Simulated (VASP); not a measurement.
# InSe (P1) in VASP: further runs

The runs below take InSe through single point, with PBEsol.

Everything below comes from runs of VASP 6.6.1. Logs are shortened: lines on timing, memory, paths and dates and some standing lists are left out, and cuts for length are marked.

**1. The cell of the first run**

The typed cell holds 2 atoms: a = 3.632 Å, b = 3.632 Å, c = 3.632 Å, α = 90.00°, β = 90.00°, γ = 90.00°.

**2. Single point, PBEsol**

Input file INCAR:

```
ALGO     = Normal         # electronic algorithm
EDIFF    = 1E-6           # SCF threshold, eV
ENCUT    = 520            # plane-wave cutoff, eV
GGA      = PS             # functional
ISIF     = 2              # what is computed and relaxed
ISMEAR   = -1             # smearing method
LASPH    = T              # aspherical terms in the spheres
LCHARG   = F              # write CHGCAR
LREAL    = F              # projectors in reciprocal space
LWAVE    = F              # write WAVECAR
NBANDS   = 16             # bands
NELM     = 60             # most SCF steps
PREC     = Accurate       # precision mode
SIGMA    = 0.025          # smearing width, eV
```

Input file KPOINTS:

```
k-points
0
Gamma
  5 5 5
```

Input file POSCAR:

```
InSe
1.0
    3.6320400000      0.0000000000      0.0000000000
    0.0000000000      3.6320400000      0.0000000000
    0.0000000000      0.0000000000      3.6320400000
In Se
1 1
Direct
    0.4958860000      0.4953830000      0.4960430000
   -0.0059760000     -0.0016720000     -0.0102530000
```

Potentials or basis: VASP PAW PBE potentials, release 64 (In_d, Se).

Command:

```sh
> cat potpaw_PBE.64/In_d/POTCAR potpaw_PBE.64/Se/POTCAR > POTCAR
> mpirun -np 1 vasp_std > vasp.out
```

OUTCAR:

```text
EDIFF = 1E-6
   ENCUT = 520
   GGA = PS
   ISIF = 2
   ISMEAR = -1
   LASPH = T
   LREAL = F
   NELM = 60
   PREC = Accurate

 ion  position               nearest neighbor table
   1  0.496  0.495  0.496-   2 3.12   2 3.13   2 3.13   2 3.14   2 3.15   2 3.16   2 3.16   2 3.17

   2  0.994  0.998  0.990-   1 3.12   1 3.13   1 3.13   1 3.14   1 3.15   1 3.16   1 3.16   1 3.17

  LATTYP: Found a simple cubic cell.
 ALAT       =     3.6320400000

  Lattice vectors:

 A1 = (   3.6320400000,   0.0000000000,   0.0000000000)
 A2 = (   0.0000000000,   3.6320400000,   0.0000000000)
 A3 = (   0.0000000000,   0.0000000000,   3.6320400000)

Analysis of symmetry for initial positions (statically):
=====================================================================
 Subroutine PRICEL returns:
 Original cell was already a primitive cell.

 Routine SETGRP: Setting up the symmetry group for a
 simple cubic supercell.

 Subroutine GETGRP returns: Found  1 space group operations
 (whereof  1 operations were pure point group operations)
 out of a pool of 48 trial point group operations.

The static configuration has the point symmetry C_1 .

Analysis of symmetry for dynamics (positions and initial velocities):
=====================================================================
 Subroutine PRICEL returns:
 Original cell was already a primitive cell.

 Routine SETGRP: Setting up the symmetry group for a
 simple cubic supercell.

 Subroutine GETGRP returns: Found  1 space group operations
 (whereof  1 operations were pure point group operations)
 out of a pool of 48 trial point group operations.

The dynamic configuration has the point symmetry C_1 .

 Subroutine INISYM returns: Found  1 space group operations
 (whereof  1 operations are pure point group operations),
 and found     1 'primitive' translations

----------------------------------------------------------------------------------------

                                     Primitive cell

  volume of cell :      47.9128

  direct lattice vectors                    reciprocal lattice vectors
     3.632040000  0.000000000  0.000000000     0.275327364  0.000000000  0.000000000
     0.000000000  3.632040000  0.000000000     0.000000000  0.275327364  0.000000000
     0.000000000  0.000000000  3.632040000     0.000000000  0.000000000  0.275327364

  length of vectors
     3.632040000  3.632040000  3.632040000     0.275327364  0.275327364  0.275327364

  position of ions in fractional coordinates (direct lattice)
     0.495886000  0.495383000  0.496043000
     0.994024000  0.998328000  0.989747000

  ion indices of the primitive-cell ions
   primitive index   ion index
                 1           1
                 2           2

----------------------------------------------------------------------------------------

 KPOINTS: k-points

Automatic generation of k-mesh.
 Grid dimensions read from file:
 generate k-points for:    5    5    5

 Generating k-lattice:

  Cartesian coordinates                     Fractional coordinates (reciprocal lattice)
     0.055065473  0.000000000  0.000000000     0.200000000  0.000000000  0.000000000
     0.000000000  0.055065473  0.000000000     0.000000000  0.200000000  0.000000000
     0.000000000  0.000000000  0.055065473     0.000000000  0.000000000  0.200000000

  Length of vectors
     0.055065473  0.055065473  0.055065473

  Shift w.r.t. Gamma in fractional coordinates (k-lattice)
     0.000000000  0.000000000  0.000000000

 Subroutine IBZKPT returns following result:
 ===========================================

 Found     63 irreducible k-points:

 Following reciprocal coordinates:
            Coordinates               Weight
  0.000000  0.000000  0.000000      1.000000
  0.200000  0.000000  0.000000      2.000000
  0.000000  0.200000  0.000000      2.000000
  0.000000  0.000000  0.200000      2.000000
  0.400000  0.000000  0.000000      2.000000
  0.000000  0.400000  0.000000      2.000000
[... 16 lines left out ...]
  0.000000 -0.200000  0.400000      2.000000
  0.400000 -0.200000  0.000000      2.000000
 [... further k-points ...]
   k-points           NKPTS =     63   k-points in BZ     NKDIM =     63   number of bands    NBANDS=     16
   number of dos      NEDOS =    301   number of ions     NIONS =      2
   total plane-waves  NPLWV =  21952
   dimension x,y,z NGX =    28 NGY =   28 NGZ =   28
   dimension x,y,z NGXF=    56 NGYF=   56 NGZF=   56
   ions per type =               1   1
   NGX,Y,Z   is equivalent  to a cutoff of  12.82, 12.82, 12.82 a.u.
   NGXF,Y,Z  is equivalent  to a cutoff of  25.63, 25.63, 25.63 a.u.
 SYSTEM =  unknown system
   PREC   = accura    normal or accurate (medium, high low for compatibility)
   ISTART =      0    job   : 0-new  1-cont  2-samecut
   ICHARG =      2    charge: 1-file 2-atom 10-const
   ISPIN  =      1    spin polarized calculation?
   LNONCOLLINEAR =      F non collinear calculations
   LSORBIT =      F    spin-orbit coupling
   LASPH  =      T    aspherical Exc in radial PAW
   ENCUT  =  520.0 eV  38.22 Ry    6.18 a.u.   6.75  6.75  6.75*2*pi/ulx,y,z
   NELM   =     60;   NELMIN=  2; NELMDL= -5     # of ELM steps
   EDIFF  = 0.1E-05   stopping-criterion for ELM
   LREAL  =      F    real-space projection
   EDIFFG = 0.1E-04   stopping-criterion for IOM
   NSW    =      0    number of steps for IOM
   IBRION =     -1    ionic relax: 0-MD 1-quasi-New 2-CG
   NFREE  =      0    steps in history (QN), initial steepest desc. (CG)
   ISIF   =      2    stress and relaxation
   ISYM   =      2    0-nonsym 1-usesym 2-fastsym
   POTIM  = 0.5000    time-step for ionic-motion
   TEBEG  =    0.0;   TEEND  =   0.0 temperature during run
   PSTRESS=    0.0 pullay stress
   NELECT =      19.0000    total number of electrons
   NUPDOWN=      -1.0000    fix difference up-down
   EMIN   =  10.00;   EMAX   =-10.00  energy-range for DOS
   EFERMI =   0.00;   METHOD = LEGACY
   ISMEAR =    -1;   SIGMA  =   0.03  broadening in eV -4-tet -1-fermi 0-gaus
   EFERMI_NEDOS =   21; number of points for ismear=-14 and -15
   IALGO  =     38    algorithm
   IMIX   =      4    mixing-type and parameters
     AMIX     =   0.40;   BMIX     =  1.00
     AMIX_MAG =   1.60;   BMIX_MAG =  1.00
  volume/ion in A,a.u.               =      23.96       161.67
  Fermi-wavevector in a.u.,A,eV,Ry     =   1.202750  2.272868 19.682295  1.446608
  Thomas-Fermi vector in A             =   2.338523
   LORBIT       =      0    0 simple, 1 ext, 2 COOP (PROOUT), +10 PAW based schemes
   GGA     = PS    functional components
   LHFCALC =     F    Hartree Fock is set to
   AEXX    =    0.0000 exact exchange contribution
   IVDW    =     0    specifies the selected vdW correction
   LEPSILON=     F    determine dielectric tensor
   LRPA    =     F    only Hartree local field effects (RPA)
 non-spin polarized calculation
  energy-cutoff  :      520.00
  volume of cell :       47.91
 maximum number of plane-waves:      1309
   NGX = 13   NGY = 13   NGZ = 13

 number of electron      18.9999999 magnetization

 Free energy of the ion-electron system (eV)
  ---------------------------------------------------
  ext. energy  EPLUGINS =         0.00000000
  ---------------------------------------------------
  free energy    TOTEN  =        -7.15537336 eV

  energy without entropy =       -7.14865860  energy(sigma->0) =       -7.15201598

 E-fermi :   5.9109     XC(G=0): -10.3510

 val. band max:        5.7552203239   @ k =  -0.4000   0.4000   0.0000
 cond. band min:       5.9126086871   @ k =   0.4000  -0.2000   0.2000
 fundamental gap:      0.1573883632
 Fermi energy:         5.9108946524

 k-point     1 :       0.0000    0.0000    0.0000
  band No.  band energies     occupation
      1      -8.6207      2.00000
      2      -8.6206      2.00000
      3      -8.4428      2.00000
      4      -8.4428      2.00000
      5      -8.4427      2.00000
      6      -7.7089      2.00000
[... 8 lines left out ...]
     15      13.9949      0.00000
     16      19.2834      0.00000

 k-point     2 :       0.2000    0.0000    0.0000
  band No.  band energies     occupation
      1      -8.6166      2.00000
      2      -8.5725      2.00000
      3      -8.4644      2.00000
      4      -8.4643      2.00000
      5      -8.4408      2.00000
      6      -7.4497      2.00000
[... 8 lines left out ...]
     15      14.0381      0.00000
     16      17.6375      0.00000

 k-point     3 :       0.0000    0.2000    0.0000
  band No.  band energies     occupation
      1      -8.6166      2.00000
      2      -8.5725      2.00000
      3      -8.4644      2.00000
      4      -8.4643      2.00000
      5      -8.4408      2.00000
      6      -7.4497      2.00000
[... 8 lines left out ...]
     15      14.0385      0.00000
     16      17.6376      0.00000

 k-point     4 :       0.0000    0.0000    0.2000
  band No.  band energies     occupation
      1      -8.6165      2.00000
      2      -8.5726      2.00000
      3      -8.4643      2.00000
      4      -8.4643      2.00000
      5      -8.4407      2.00000
      6      -7.4498      2.00000
[... 8 lines left out ...]
     15      14.0406      0.00000
     16      17.6385      0.00000
[... 324 lines left out ...]
 k-point    22 :       0.4000    0.0000    0.2000
  band No.  band energies     occupation
      1      -8.5935      2.00000
      2      -8.5781      2.00000
      3      -8.4938      2.00000
      4      -8.4696      2.00000
      5      -8.4561      2.00000
      6      -6.6224      2.00000
[... 8 lines left out ...]
     15      16.8671      0.00000
     16      16.9819      0.00000

 k-point    23 :       0.0000   -0.2000    0.4000
  band No.  band energies     occupation
      1      -8.5935      2.00000
      2      -8.5780      2.00000
      3      -8.4938      2.00000
      4      -8.4696      2.00000
      5      -8.4560      2.00000
      6      -6.6226      2.00000
[... 8 lines left out ...]
     15      16.8673      0.00000
     16      16.9807      0.00000

 k-point    24 :       0.4000   -0.2000    0.0000
  band No.  band energies     occupation
      1      -8.5935      2.00000
      2      -8.5781      2.00000
      3      -8.4938      2.00000
      4      -8.4695      2.00000
      5      -8.4561      2.00000
      6      -6.6222      2.00000
[... 8 lines left out ...]
     15      16.8655      0.00000
     16      16.9812      0.00000

 [... further k-points ...]

------------------------ aborting loop because EDIFF is reached ----------------------------------------

  FORCE on cell =-STRESS in cart. coord.  units (eV):
  Direction    XX          YY          ZZ          XY          YZ          ZX
  --------------------------------------------------------------------------------------
  -------------------------------------------------------------------------------------
  Total       -0.8374737     -0.8372955     -0.8353840     -0.0004947     -0.0013771      0.0006601
  in kB      -28.0046323    -27.9986756    -27.9347543     -0.0165437     -0.0460494      0.0220728
  external PRESSURE =     -27.9793540 kB  Pullay stress =       0.0000000 kB

 VOLUME and BASIS-vectors are now :
 -----------------------------------------------------------------------------
  energy-cutoff  :      520.00
  volume of cell :       47.91
      direct lattice vectors                 reciprocal lattice vectors
     3.632040000  0.000000000  0.000000000     0.275327364  0.000000000  0.000000000
     0.000000000  3.632040000  0.000000000     0.000000000  0.275327364  0.000000000
     0.000000000  0.000000000  3.632040000     0.000000000  0.000000000  0.275327364

 POSITION                                       TOTAL-FORCE (eV/Angst)
 -----------------------------------------------------------------------------------
      1.80108      1.79925      1.80165         0.005180     -0.008570      0.017927
      3.61033      3.62597      3.59480        -0.005180      0.008570     -0.017927
 -----------------------------------------------------------------------------------
    total drift:                               -0.000212     -0.000241     -0.000269

  FREE ENERGIE OF THE ION-ELECTRON SYSTEM (eV)
  ---------------------------------------------------
  free  energy   TOTEN  =        -7.1553733558 eV

  energy  without entropy=       -7.1486586044  energy(sigma->0) =       -7.15201598
```

Run time: 75 s. Hardware: 1 thread of Intel Xeon 8259CL, shared host; peak memory 0.19 GiB.

Results:

| Item | Value |
| --- | --- |
| Free energy | -7.1554 eV |
| Pressure | -2.8 GPa |
| Largest force | 0.021 eV/Å |
| Band gap on the k mesh | zero (an odd number of electrons rules out a gap without spin polarisation) |

Forces on the atoms (eV/Å):
```
In   0.005 -0.009  0.018
Se  -0.005  0.009 -0.018
```

Levels at points of the mesh, in eV from the Fermi level:
```tsv
k point	band 6	band 7	band 8	band 9	band 10	band 11	band 12	band 13
(0.00, 0.00, 0.00)	-13.62	-3.76	-1.55	-1.55	-1.55	5.02	5.02	8.08
```

Caveat: the PAW data sets were made with another functional, which shifts forces and pressure a little; spin-orbit coupling is left out, which moves the levels of the heavy elements.

**3. Single point, PBEsol**

Input file INCAR:

```
SYSTEM = InSe
  PREC = Accurate
  ENCUT = 520
  EDIFF = 1E-7
  ISMEAR = -1
  SIGMA = 0.01
  LREAL = .FALSE.
  LASPH = .TRUE.
  NELM = 60
  ALGO = Normal
  ISIF = 2
  LWAVE = .FALSE.
  LCHARG = .FALSE.
  GGA = PS
  NBANDS = 16
```

Input file KPOINTS:

```
Automatic mesh
0
G
  5 5 5
  0 0 0
```

POSCAR is that of step 2.

Potentials or basis: VASP PAW PBE potentials, release 64 (In_d, Se).

Command:

```sh
> cat potpaw_PBE.64/In_d/POTCAR potpaw_PBE.64/Se/POTCAR > POTCAR
> mpirun -np 1 vasp_std > vasp.out
```

Run time: 77 s. Hardware: 1 thread of Intel Xeon 8259CL, shared host; peak memory 0.19 GiB.

The run converged. Its results:

```yaml
Free_energy: -7.1514 eV
Pressure: -2.8 GPa
Largest_force: 0.021 eV/Å
Band_gap_on_the_k_mesh: zero (an odd number of electrons rules out a gap without spin polarisation)
```

Forces in eV/Å, atoms in the order of the input:
```
In   0.005 -0.009  0.018
Se  -0.005  0.009 -0.018
```

Levels at points of the mesh, in eV from the Fermi level:
```
           k point  band 7  band 8  band 9  band 10  band 11  band 12
(0.00, 0.00, 0.00)   -3.76   -1.55   -1.55    -1.55     5.01     5.02
```

Caveat: the PAW data sets were made with another functional, which shifts forces and pressure a little; spin-orbit coupling is left out, which moves the levels of the heavy elements.
